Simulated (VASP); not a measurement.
Write the native input for VASP 6.6.1 that does the following.

```yaml
Task: single point
Functional: LDA
Potentials_or_basis: VASP PAW LDA potentials, release 64 (As)
Cutoff: 520 eV
k_mesh: 12 × 12 × 12
Occupations: fermi-dirac, width 0.1 eV
Spin: no spin polarisation
Dipole_correction: no
Further_INCAR_settings: ALGO = Normal; EDIFF = 1e-06; NBANDS = 12
```

The structure of As lies in POSCAR:

```
As
1.0
    0.0000000000      2.9795393622      2.9795393622
    2.9795393622      0.0000000000      2.9795393622
    2.9795393622      2.9795393622      0.0000000000
As
2
Direct
    0.0000000000      0.0000000000      0.0000000000
    0.2500000000      0.2500000000      0.2500000000
```

These files were run (other wordings do the same):

INCAR

```
PREC = Accurate
ENCUT = 520
EDIFF = 1E-6
ISMEAR = -1
SIGMA = 0.1
LREAL = False
LASPH = True
NELM = 60
ALGO = Normal
ISIF = 2
LWAVE = False
LCHARG = False
NBANDS = 12
```

KPOINTS

```
regular mesh
0
Gamma
  12 12 12
```

Potentials or basis: VASP PAW LDA potentials, release 64 (As).

Launch:

```sh
$ cat potpaw_LDA.64/As/POTCAR > POTCAR
$ mpirun -np 1 vasp_std > vasp.out
```

It gave:

The pressure is 0.2 GPa. The band gap on the k mesh is zero (band 5 reaches 4.66 eV, above the bottom of band 6 at 2.72 eV).

It took 17 s on 1 thread of Intel(R) Xeon(R) 6975P-C (Granite Rapids), with other jobs on the host, peak memory 0.17 GiB.
